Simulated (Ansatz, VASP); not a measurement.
Two plane-wave programs on Bi

Contents of POSCAR:

```
Bi
1.0
    0.0000000000      2.6228611384      2.6228611384
    2.6228611384      0.0000000000      2.6228611384
    2.6228611384      2.6228611384      0.0000000000
Bi
1
Direct
    0.0000000000      0.0000000000      0.0000000000
```

File INCAR.step1:

```
PREC     = Accurate       # precision mode
ENCUT    = 550            # plane-wave cutoff, eV
ISMEAR   = 0              # smearing method
SIGMA    = 0.1            # smearing width, eV
LREAL    = F              # projectors in reciprocal space
LASPH    = T              # aspherical terms in the spheres
NELM     = 120            # most SCF steps
NBANDS   = 14             # bands
GGA      = PE             # functional
ALGO     = Normal         # electronic algorithm
EDIFF    = 1E-5           # SCF threshold, eV
LWAVE    = T              # write WAVECAR
LCHARG   = F              # write CHGCAR
GGA_COMPAT= F
```

The input INCAR.step2:

```
PREC     = Accurate       # precision mode
ENCUT    = 550            # plane-wave cutoff, eV
EDIFF    = 1E-6           # SCF threshold, eV
ISMEAR   = 0              # smearing method
SIGMA    = 0.1            # smearing width, eV
LREAL    = F              # projectors in reciprocal space
LASPH    = T              # aspherical terms in the spheres
NELM     = 120            # most SCF steps
ALGO     = Normal         # electronic algorithm
ISIF     = 2              # what is computed and relaxed
LWAVE    = F              # write WAVECAR
LCHARG   = T              # write CHGCAR
METAGGA  = R2SCAN         # meta-GGA
LMIXTAU  = T            
LELF     = T              # ELF
LVHAR    = T            
NBANDS   = 14             # bands
ISTART   = 1            
GGA_COMPAT= F
```

The input KPOINTS:

```
regular mesh
0
Gamma
  6 6 6
```

Input for Ansatz:

```yaml
crystal:
  lattice:
    - [0.0, 2.6228611384, 2.6228611384]
    - [2.6228611384, 0.0, 2.6228611384]
    - [2.6228611384, 2.6228611384, 0.0]
  atoms:
    - { symbol: Bi, position: [0.0, 0.0, 0.0] }
basis:
  ecutwfc: 500
kpoints:
  mp_grid: { grid: [6, 6, 6] }
hamiltonian:
  xc: r2scan
scf:
  occupations: { method: gaussian, width: 0.1 }
  lower_state_search: "off"
output:
  forces: true
  stress: true
  eigenvalues: true
```

Alike in both runs: task single point; functional r2SCAN; k mesh 6 × 6 × 6; occupations gaussian, width 0.1 eV; no spin polarisation.

|  | VASP | Ansatz |
| --- | --- | --- |
| version | VASP 6.6.1 | Ansatz 0.2.0 |
| potentials or method | VASP PAW PBE potentials, release 64 (Bi_d), cutoff 550 eV | scalar-relativistic, plane waves, PAW |
| valence electrons in the cell | 15 | 15 |

```csv
,VASP,Ansatz,Ansatz less VASP
gap on the k mesh at the Fermi level (eV),none,none,-
pressure (GPa),-6.0,-6.0,+0.05
```

VASP's potentials were made for PBE, not for r2SCAN. A gap of «none» marks a metal or a gap that the smearing closes.

Neither program's run includes spin-orbit coupling.
